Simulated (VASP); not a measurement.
# MgB2 (P6/mmm) in VASP: settings compared

The runs below take MgB2 through relaxation of shape and atoms at fixed volume, with r2SCAN, r2SCAN+rVV10.

Everything below comes from runs of VASP 6.6.1. Logs are shortened: lines on timing, memory, paths and dates and some standing lists are left out, and cuts for length are marked.

## Step 1: The cell of the first run

The structure is hexagonal, space group P6/mmm (No. 191). The conventional cell has a = 3.074 Å, b = 3.074 Å, c = 3.495 Å, α = 90.00°, β = 90.00°, γ = 120.00°. Within 3.3 Å of Mg (site symmetry 6/mmm) lie 12 B at 2.49 Å and 6 Mg at 3.07 Å. B (site symmetry -6m2) has 3 B at 1.78 Å and 6 Mg at 2.49 Å within 2.5 Å.

## Step 2: Relaxation of shape and atoms at fixed volume, r2SCAN (9.54 Å³/atom)

Contents of POSCAR:

```
MgB2
1.0
    3.0744129442      0.0000000000      0.0000000000
   -1.5372064721      2.6625197114      0.0000000000
    0.0000000000      0.0000000000      3.4946165345
Mg B
1 2
Direct
    0.0000000000      0.0000000000      0.0000000000
    0.3333333333      0.6666666667      0.5000000000
    0.6666666667      0.3333333333      0.5000000000
```

Contents of INCAR.step1:

```
  ALGO = Normal
  EDIFF = 1E-4
  ENCUT = 600
  GGA = PE
  ISMEAR = 0
  LASPH = T
  LCHARG = F
  LREAL = F
  LWAVE = T
  NELM = 80
  PREC = Accurate
  SIGMA = 0.05
```

Contents of INCAR.step2:

```
  ALGO = Normal
  EDIFF = 1E-7
  EDIFFG = -0.01
  ENCUT = 600
  IBRION = 2
  ISIF = 4
  ISMEAR = 0
  ISTART = 1
  LASPH = T
  LCHARG = F
  LMIXTAU = T
  LREAL = F
  LWAVE = F
  METAGGA = R2SCAN
  NELM = 80
  NSW = 60
  PREC = Accurate
  SIGMA = 0.05
```

Contents of KPOINTS:

```
k-points
0
Gamma
  8 8 6
```

Potentials or basis: VASP PAW PBE potentials, release 64 (Mg, B).

The run is started by

```console
$ cat potpaw_PBE.64/Mg/POTCAR potpaw_PBE.64/B/POTCAR > POTCAR
$ cp INCAR.step1 INCAR
$ mpirun -np 1 vasp_std > vasp.out
$ cp INCAR.step2 INCAR
$ mpirun -np 1 vasp_std > vasp.out
```

OUTCAR:

```text
EDIFF = 1E-7
   EDIFFG = -0.01
   ENCUT = 600
   IBRION = 2
   ISIF = 4
   ISMEAR = 0
   ISTART = 1
   LASPH = T
   LREAL = F
   METAGGA = R2SCAN
   NELM = 80
   NSW = 60
   PREC = Accurate

 ion  position               nearest neighbor table
   1  0.000  0.000  0.000-   2 2.49   3 2.49   2 2.49   3 2.49   2 2.49   2 2.49   3 2.49   3 2.49
                             3 2.49   3 2.49   2 2.49   2 2.49
   2  0.333  0.667  0.500-   3 1.78   3 1.78   3 1.78   1 2.49   1 2.49   1 2.49   1 2.49   1 2.49
                             1 2.49
   3  0.667  0.333  0.500-   2 1.78   2 1.78   2 1.78   1 2.49   1 2.49   1 2.49   1 2.49   1 2.49
                             1 2.49

  LATTYP: Found a hexagonal cell.
 ALAT       =     3.0744129442
 C/A-ratio  =     1.1366776676

  Lattice vectors:

 A1 = (   3.0744129442,   0.0000000000,   0.0000000000)
 A2 = (  -1.5372064721,   2.6625197114,   0.0000000000)
 A3 = (   0.0000000000,   0.0000000000,   3.4946165345)

Analysis of symmetry for initial positions (statically):
=====================================================================
 Subroutine PRICEL returns:
 Original cell was already a primitive cell.

 Routine SETGRP: Setting up the symmetry group for a
 hexagonal supercell.

 Subroutine GETGRP returns: Found 24 space group operations
 (whereof 24 operations were pure point group operations)
 out of a pool of 24 trial point group operations.

The static configuration has the point symmetry D_6h.

Analysis of symmetry for dynamics (positions and initial velocities):
=====================================================================
 Subroutine PRICEL returns:
 Original cell was already a primitive cell.

 Routine SETGRP: Setting up the symmetry group for a
 hexagonal supercell.

 Subroutine GETGRP returns: Found 24 space group operations
 (whereof 24 operations were pure point group operations)
 out of a pool of 24 trial point group operations.

The dynamic configuration has the point symmetry D_6h.

 Subroutine INISYM returns: Found 24 space group operations
 (whereof 24 operations are pure point group operations),
 and found     1 'primitive' translations

----------------------------------------------------------------------------------------

                                     Primitive cell

  volume of cell :      28.6058

  direct lattice vectors                    reciprocal lattice vectors
     3.074412944  0.000000000  0.000000000     0.325265349  0.187792037  0.000000000
    -1.537206472  2.662519711  0.000000000     0.000000000  0.375584074  0.000000000
     0.000000000  0.000000000  3.494616534     0.000000000  0.000000000  0.286154429

  length of vectors
     3.074412944  3.074412944  3.494616534     0.375584074  0.375584074  0.286154429

  position of ions in fractional coordinates (direct lattice)
     0.000000000  0.000000000  0.000000000
     0.333333333  0.666666667  0.500000000
     0.666666667  0.333333333  0.500000000

  ion indices of the primitive-cell ions
   primitive index   ion index
                 1           1
                 2           2
                 3           3

----------------------------------------------------------------------------------------

 KPOINTS: k-points

Automatic generation of k-mesh.
 Grid dimensions read from file:
 generate k-points for:    8    8    6

 Generating k-lattice:

  Cartesian coordinates                     Fractional coordinates (reciprocal lattice)
     0.040658169  0.023474005  0.000000000     0.125000000 -0.000000000  0.000000000
     0.000000000  0.046948009  0.000000000     0.000000000  0.125000000  0.000000000
     0.000000000  0.000000000  0.047692405     0.000000000  0.000000000  0.166666667

  Length of vectors
     0.046948009  0.046948009  0.047692405

  Shift w.r.t. Gamma in fractional coordinates (k-lattice)
     0.000000000  0.000000000  0.000000000

 Subroutine IBZKPT returns following result:
 ===========================================

 Found     40 irreducible k-points:

 Following reciprocal coordinates:
            Coordinates               Weight
  0.000000  0.000000  0.000000      1.000000
  0.125000  0.000000  0.000000      6.000000
  0.250000  0.000000  0.000000      6.000000
  0.375000  0.000000  0.000000      6.000000
  0.500000  0.000000  0.000000      3.000000
  0.125000  0.125000  0.000000      6.000000
[... 16 lines left out ...]
  0.250000  0.000000  0.333333     12.000000
  0.375000  0.000000  0.333333     12.000000
 [... further k-points ...]
   k-points           NKPTS =     40   k-points in BZ     NKDIM =     40   number of bands    NBANDS=      8
   number of dos      NEDOS =    301   number of ions     NIONS =      3
   total plane-waves  NPLWV =  21952
   dimension x,y,z NGX =    28 NGY =   28 NGZ =   28
   dimension x,y,z NGXF=    56 NGYF=   56 NGZF=   56
   ions per type =               1   2
   NGX,Y,Z   is equivalent  to a cutoff of  15.14, 15.14, 13.32 a.u.
   NGXF,Y,Z  is equivalent  to a cutoff of  30.28, 30.28, 26.64 a.u.
 SYSTEM =  unknown system
   PREC   = accura    normal or accurate (medium, high low for compatibility)
   ISTART =      1    job   : 0-new  1-cont  2-samecut
   ICHARG =      0    charge: 1-file 2-atom 10-const
   ISPIN  =      1    spin polarized calculation?
   LNONCOLLINEAR =      F non collinear calculations
   LSORBIT =      F    spin-orbit coupling
   LASPH  =      T    aspherical Exc in radial PAW
   ENCUT  =  600.0 eV  44.10 Ry    6.64 a.u.   6.14  6.14  6.98*2*pi/ulx,y,z
   NELM   =     80;   NELMIN=  2; NELMDL=  0     # of ELM steps
   EDIFF  = 0.1E-06   stopping-criterion for ELM
   LREAL  =      F    real-space projection
   EDIFFG = -.1E-01   stopping-criterion for IOM
   NSW    =     60    number of steps for IOM
   IBRION =      2    ionic relax: 0-MD 1-quasi-New 2-CG
   NFREE  =      1    steps in history (QN), initial steepest desc. (CG)
   ISIF   =      4    stress and relaxation
   ISYM   =      2    0-nonsym 1-usesym 2-fastsym
   POTIM  = 0.5000    time-step for ionic-motion
   TEBEG  =    0.0;   TEEND  =   0.0 temperature during run
   PSTRESS=    0.0 pullay stress
   NELECT =       8.0000    total number of electrons
   NUPDOWN=      -1.0000    fix difference up-down
   EMIN   =  10.00;   EMAX   =-10.00  energy-range for DOS
   EFERMI =   0.00;   METHOD = LEGACY
   ISMEAR =     0;   SIGMA  =   0.05  broadening in eV -4-tet -1-fermi 0-gaus
   EFERMI_NEDOS =   21; number of points for ismear=-14 and -15
   IALGO  =     38    algorithm
   IMIX   =      4    mixing-type and parameters
     AMIX     =   0.40;   BMIX     =  1.00
     AMIX_MAG =   1.60;   BMIX_MAG =  1.00
  volume/ion in A,a.u.               =       9.54        64.35
  Fermi-wavevector in a.u.,A,eV,Ry     =   1.070582  2.023107 15.594263  1.146146
  Thomas-Fermi vector in A             =   2.206297
   LORBIT       =      0    0 simple, 1 ext, 2 COOP (PROOUT), +10 PAW based schemes
   METAGGA = R2SCAN    functional components
   LHFCALC =     F    Hartree Fock is set to
   AEXX    =    0.0000 exact exchange contribution
   IVDW    =     0    specifies the selected vdW correction
   LEPSILON=     F    determine dielectric tensor
   LRPA    =     F    only Hartree local field effects (RPA)
 conjugate gradient relaxation of ions
 non-spin polarized calculation
 Gauss-broadening in eV      SIGMA  =   0.05
  energy-cutoff  :      600.00
  volume of cell :       28.61
 maximum number of plane-waves:       964
 NGX is ok and might be reduce to    28
   NGX = 13   NGY = 13   NGZ = 13

--------------------------------------- Ionic step        1  -------------------------------------------

 number of electron       8.0000000 magnetization

 Free energy of the ion-electron system (eV)
  ---------------------------------------------------
  ext. energy  EPLUGINS =         0.00000000
  ---------------------------------------------------
  free energy    TOTEN  =       -19.39680951 eV

  energy without entropy =      -19.39510774  energy(sigma->0) =      -19.39595862

------------------------ aborting loop because EDIFF is reached ----------------------------------------

  FORCE on cell =-STRESS in cart. coord.  units (eV):
  Direction    XX          YY          ZZ          XY          YZ          ZX
  --------------------------------------------------------------------------------------
  -------------------------------------------------------------------------------------
  Total        0.0075898      0.0075898     -0.2070780      0.0000000     -0.0000000      0.0000000
  in kB        0.4250928      0.4250928    -11.5981845      0.0000000     -0.0000000      0.0000000
  external PRESSURE =      -3.5826663 kB  Pullay stress =       0.0000000 kB
[... 59 lines left out ...]
  energy  without entropy=      -19.3957288833  energy(sigma->0) =      -19.39645315

--------------------------------------- Ionic step        3  -------------------------------------------

 number of electron       8.0000000 magnetization

 Free energy of the ion-electron system (eV)
  ---------------------------------------------------
  ext. energy  EPLUGINS =         0.00000000
  ---------------------------------------------------
  free energy    TOTEN  =       -19.39724381 eV

  energy without entropy =      -19.39600347  energy(sigma->0) =      -19.39662364

 E-fermi :   5.4397     XC(G=0): -11.5952

 val. band max:        5.4042543356   @ k =   0.1250   0.0000   0.3333
 cond. band min:       5.4921289688   @ k =   0.2500   0.2500   0.0000
 fundamental gap:      0.0878746332
 Fermi energy:         5.4396902770

 k-point     1 :       0.0000    0.0000    0.0000
  band No.  band energies     occupation
      1      -7.9131      2.00000
      2       2.3479      2.00000
      3       5.7379      0.00000
      4       5.7379      0.00000
      5       7.5449      0.00000
      6      11.9671      0.00000
      7      11.9671      0.00000
      8      13.8543      0.00000
[... 243 lines left out ...]
 k-point    24 :       0.3750    0.0000    0.3333
  band No.  band energies     occupation
      1      -4.6150      2.00000
      2      -0.3876      2.00000
      3       1.2531      2.00000
      4       3.5314      2.00000
      5       6.6293      0.00000
      6      11.1731      0.00000
      7      15.7644      0.00000
      8      15.8457      0.00000

 [... further k-points ...]

------------------------ aborting loop because EDIFF is reached ----------------------------------------

  FORCE on cell =-STRESS in cart. coord.  units (eV):
  Direction    XX          YY          ZZ          XY          YZ          ZX
  --------------------------------------------------------------------------------------
  -------------------------------------------------------------------------------------
  Total       -0.1057826     -0.1057826     -0.0987050      0.0000000     -0.0000000      0.0000000
  in kB       -5.9247512     -5.9247512     -5.5283461      0.0000000     -0.0000000      0.0000000
  external PRESSURE =      -5.7926161 kB  Pullay stress =       0.0000000 kB
[... 18 lines left out ...]
  FREE ENERGIE OF THE ION-ELECTRON SYSTEM (eV)
  ---------------------------------------------------
  free  energy   TOTEN  =       -19.3972438081 eV

  energy  without entropy=      -19.3960034719  energy(sigma->0) =      -19.39662364

 reached required accuracy - stopping structural energy minimisation
```

It took 58 s on 1 thread of Intel Xeon 6975P-C (Granite Rapids), shared host; peak memory 0.16 GiB.

Results:

| Item | Value |
| --- | --- |
| Free energy | -19.3972 eV |
| Energy gained by relaxing | 0.1 meV/atom |
| Ionic steps | 3 |
| Pressure after relaxing | -0.6 GPa |
| Band gap on the k mesh | zero (bands 4 and 5 overlap by 2.76 eV) |

The path:
```tsv
step	energy change (eV)	largest force (eV/Å)	pressure (GPa)	volume (Å³)
1	0.0000	0.0000	-0.36	28.61
2	-0.0004	0.0000	-0.49	28.61
3	-0.0004	0.0000	-0.58	28.61
```

Final structure:
```xyz
3
Lattice="3.0802 0.0000 0.0000 -1.5401 2.6675 0.0000 0.0000 0.0000 3.4816" Properties=species:S:1:pos:R:3 pbc="T T T"
Mg   -1.5401    2.6675    0.0000
B     0.0000    1.7783    1.7408
B     1.5401    0.8892    1.7408
```

Caveat: the PAW data sets were made with another functional, which shifts forces and pressure a little.

## Step 3: Relaxation of shape and atoms at fixed volume, r2SCAN+rVV10 (9.51 Å³/atom)

This run uses another cell than the first one, of 9.51 Å³/atom.

Contents of POSCAR:

```
MgB2
1.0
    3.0714788037      0.0000000000      0.0000000000
   -1.5357394019      2.6599786712      0.0000000000
    0.0000000000      0.0000000000      3.4912813625
Mg B
1 2
Direct
    0.0000000000      0.0000000000      0.0000000000
    0.3333333333      0.6666666667      0.5000000000
    0.6666666667      0.3333333333      0.5000000000
```

Contents of INCAR.step1:

```
ALGO     = Normal         # electronic algorithm
EDIFF    = 1E-4           # SCF threshold, eV
ENCUT    = 600            # plane-wave cutoff, eV
GGA      = PE             # functional
ISMEAR   = 0              # smearing method
LASPH    = True           # aspherical terms in the spheres
LCHARG   = False          # write CHGCAR
LREAL    = False          # projectors in reciprocal space
LWAVE    = True           # write WAVECAR
NELM     = 60             # most SCF steps
PREC     = Accurate       # precision mode
SIGMA    = 0.05           # smearing width, eV
```

Contents of INCAR.step2:

```
ALGO     = Normal         # electronic algorithm
BPARAM   = 11.95        
CPARAM   = 0.0093       
EDIFF    = 1E-6           # SCF threshold, eV
EDIFFG   = -0.01          # ionic threshold
ENCUT    = 600            # plane-wave cutoff, eV
IBRION   = 2              # ionic algorithm
ISIF     = 4              # what is computed and relaxed
ISMEAR   = 0              # smearing method
ISTART   = 1            
IVDW_NL  = 2            
LASPH    = True           # aspherical terms in the spheres
LCHARG   = False          # write CHGCAR
LMIXTAU  = True         
LREAL    = False          # projectors in reciprocal space
LUSE_VDW = True         
LWAVE    = False          # write WAVECAR
METAGGA  = R2SCAN         # meta-GGA
NELM     = 60             # most SCF steps
NSW      = 60             # ionic steps
PREC     = Accurate       # precision mode
SIGMA    = 0.05           # smearing width, eV
```

KPOINTS is that of step 2.

Potentials or basis: VASP PAW PBE potentials, release 64 (Mg, B).

The run is started by

```console
$ cat potpaw_PBE.64/Mg/POTCAR potpaw_PBE.64/B/POTCAR > POTCAR
$ cp INCAR.step1 INCAR
$ mpirun -np 1 vasp_std > vasp.out
$ cp INCAR.step2 INCAR
$ mpirun -np 1 vasp_std > vasp.out
```

OUTCAR:

```text
BPARAM = 11.95
   EDIFF = 1E-6
   EDIFFG = -0.01
   ENCUT = 600
   IBRION = 2
   ISIF = 4
   ISMEAR = 0
   ISTART = 1
   IVDW_NL = 2
   LASPH = True
   LREAL = False
   METAGGA = R2SCAN
   NELM = 60
   NSW = 60
   PREC = Accurate

 ion  position               nearest neighbor table
   1  0.000  0.000  0.000-   2 2.49   3 2.49   2 2.49   3 2.49   3 2.49   3 2.49   2 2.49   2 2.49
                             3 2.49   3 2.49   2 2.49   2 2.49
   2  0.333  0.667  0.500-   3 1.77   3 1.77   3 1.77   1 2.49   1 2.49   1 2.49   1 2.49   1 2.49
                             1 2.49
   3  0.667  0.333  0.500-   2 1.77   2 1.77   2 1.77   1 2.49   1 2.49   1 2.49   1 2.49   1 2.49
                             1 2.49

  LATTYP: Found a hexagonal cell.
 ALAT       =     3.0714788037
 C/A-ratio  =     1.1366776675

  Lattice vectors:

[... 271 lines left out ...]
 cond. band min:       5.5001261162   @ k =   0.3750   0.1250   0.3333
 fundamental gap:      0.0848153703
 Fermi energy:         5.4489511934

 k-point     1 :       0.0000    0.0000    0.0000
  band No.  band energies     occupation
      1      -7.9215      2.00000
      2       2.3727      2.00000
      3       5.7467      0.00000
      4       5.7467      0.00000
      5       7.5737      0.00000
      6      11.9720      0.00000
      7      11.9720      0.00000
      8      13.8719      0.00000
[... 243 lines left out ...]
 k-point    24 :       0.3750   -0.0000    0.3333
  band No.  band energies     occupation
      1      -4.6131      2.00000
      2      -0.3834      2.00000
      3       1.2554      2.00000
      4       3.5387      2.00000
      5       6.6336      0.00000
      6      11.1838      0.00000
      7      15.8130      0.00000
      8      15.8587      0.00000

 [... further k-points ...]

------------------------ aborting loop because EDIFF is reached ----------------------------------------

  FORCE on cell =-STRESS in cart. coord.  units (eV):
  Direction    XX          YY          ZZ          XY          YZ          ZX
  --------------------------------------------------------------------------------------
  -------------------------------------------------------------------------------------
  Total       -0.1055552     -0.1055552     -0.0957881      0.0000000      0.0000000     -0.0000000
  in kB       -5.9289781     -5.9289781     -5.3803626      0.0000000      0.0000000     -0.0000000
  external PRESSURE =      -5.7461063 kB  Pullay stress =       0.0000000 kB
[... 18 lines left out ...]
  FREE ENERGIE OF THE ION-ELECTRON SYSTEM (eV)
  ---------------------------------------------------
  free  energy   TOTEN  =       -19.2459330669 eV

  energy  without entropy=      -19.2446341858  energy(sigma->0) =      -19.24528363

 reached required accuracy - stopping structural energy minimisation
```

Run time: 84 s. Hardware: 1 thread of Intel Xeon 6975P-C (Granite Rapids), shared host; peak memory 0.26 GiB.

What came out:

| Item | Value |
| --- | --- |
| Free energy | -19.2459 eV |
| Energy gained by relaxing | 0.3 meV/atom |
| Ionic steps | 3 |
| Pressure after relaxing | -0.6 GPa |
| Band gap on the k mesh | zero (bands 4 and 5 overlap by 2.79 eV) |

Step by step:
```tsv
step	energy change (eV)	largest force (eV/Å)	pressure (GPa)	volume (Å³)
1	0.0000	0.0000	-0.28	28.52
2	-0.0007	0.0000	-0.48	28.52
3	-0.0008	0.0000	-0.57	28.52
```

Final structure:
```
Mg B
1.0
     3.07884    0.00000    0.00000
    -1.53942    2.66635    0.00000
     0.00000    0.00000    3.47460
Mg B
1 2
Direct
  0.00000 0.00000 0.00000
  0.33333 0.66667 0.50000
  0.66667 0.33333 0.50000
```

Caveat: the PAW data sets were made with another functional, which shifts forces and pressure a little.
